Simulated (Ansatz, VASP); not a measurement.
TiB2 in VASP and in Ansatz

```
Ti B
1.0
     3.04926    0.00000    0.00000
    -1.52463    2.64074    0.00000
     0.00000    0.00000    3.24978
Ti B
1 2
Cartesian
  0.0000 0.0000 0.0000
  0.0000 1.7605 1.6249
  1.5246 0.8802 1.6249
```

Change from the starting cell: volume scaled by 1.02.

Alike in both runs: task single point; functional PBEsol; k mesh 15 × 15 × 13; occupations fermi-dirac, width 0.08 eV; no spin polarisation.

|  | VASP | Ansatz |
| --- | --- | --- |
| version | VASP 6.6.1 | Ansatz 0.2.0 |
| potentials or method | VASP PAW PBE potentials, release 64 (Ti_sv, B), cutoff 520 eV | all-electron LAPW, scalar-relativistic |

|  | VASP | Ansatz | Ansatz less VASP |
| --- | --- | --- | --- |
| pressure (GPa) | -9.5 | -9.9 | -0.41 |
| traceless stress, the component that is largest in VASP (GPa) | -1.19 | -1.08 | +0.106 |

VASP's potentials were made for PBE, not for PBEsol. Ansatz ran all-electron here, and VASP with PAW potentials.
